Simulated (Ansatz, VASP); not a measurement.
**NbCd3 in VASP and in Ansatz**

The input INCAR:

```
ALGO = Fast
EDIFF = 1E-7
ENCUT = 520
GGA = PE
ISIF = 2
ISMEAR = 0
LASPH = True
LCHARG = True
LELF = True
LREAL = False
LVHAR = True
LWAVE = False
NBANDS = 59
NELM = 100
PREC = Accurate
SIGMA = 0.1
```

The input KPOINTS:

```
k-points
0
Gamma
  6 6 4
```

POSCAR

```
NbCd3
1.0
    5.8135446976      0.0000000000      0.0000000000
   -2.9067723489      5.0346773942      0.0000000000
    0.0000000000      0.0000000000      5.2519406017
Nb Cd
2 6
Direct
    0.0000000000      0.0000000000      0.0000000000
    0.0000000000      0.0000000000      0.5000000000
    0.3115000000      0.3115000000      0.2500000000
    0.0000000000      0.3115000000      0.7500000000
    0.6885000000      0.0000000000      0.2500000000
    0.6885000000      0.6885000000      0.7500000000
    0.0000000000      0.6885000000      0.2500000000
    0.3115000000      0.0000000000      0.7500000000
```

Input for Ansatz:

```yaml
crystal:
  lattice:
    - [5.8135446976, 0.0, 0.0]
    - [-2.9067723489, 5.0346773942, 0.0]
    - [0.0, 0.0, 5.2519406017]
  atoms:
    - { symbol: Nb, position: [0.0, 0.0, 0.0] }
    - { symbol: Nb, position: [0.0, 0.0, 0.5] }
    - { symbol: Cd, position: [0.3115, 0.3115, 0.25] }
    - { symbol: Cd, position: [0.0, 0.3115, 0.75] }
    - { symbol: Cd, position: [0.6885, 0.0, 0.25] }
    - { symbol: Cd, position: [0.6885, 0.6885, 0.75] }
    - { symbol: Cd, position: [0.0, 0.6885, 0.25] }
    - { symbol: Cd, position: [0.3115, 0.0, 0.75] }
basis:
  ecutwfc: 420
kpoints:
  mp_grid: { grid: [6, 6, 4] }
hamiltonian:
  xc: pbe
scf:
  occupations: { method: gaussian, width: 0.1 }
  lower_state_search: "off"
output:
  forces: true
  stress: true
  eigenvalues: true
```

Alike in both runs: task single point; functional PBE; k mesh 6 × 6 × 4; occupations gaussian, width 0.1 eV; no spin polarisation.

|  | VASP | Ansatz |
| --- | --- | --- |
| version | VASP 6.6.1 | Ansatz 0.2.0 |
| potentials or method | VASP PAW PBE potentials, release 64 (Nb_sv, Cd), cutoff 520 eV | scalar-relativistic, plane waves, PAW |
| valence electrons in the cell | 98 | 146 |

|  | VASP | Ansatz | Ansatz less VASP |
| --- | --- | --- | --- |
| gap on the k mesh at the Fermi level (eV) | none | none | - |
| rms of the force components (eV/Å) | 7.389 | 7.115 | -0.2741 |

Atom by atom the forces differ by 0.274 eV/Å (rms over components). A gap of «none» marks a metal or a gap that the smearing closes. VASP's potentials hold 98 valence electrons a cell and Ansatz's 146, so a difference there can come from the potentials and not from the codes.
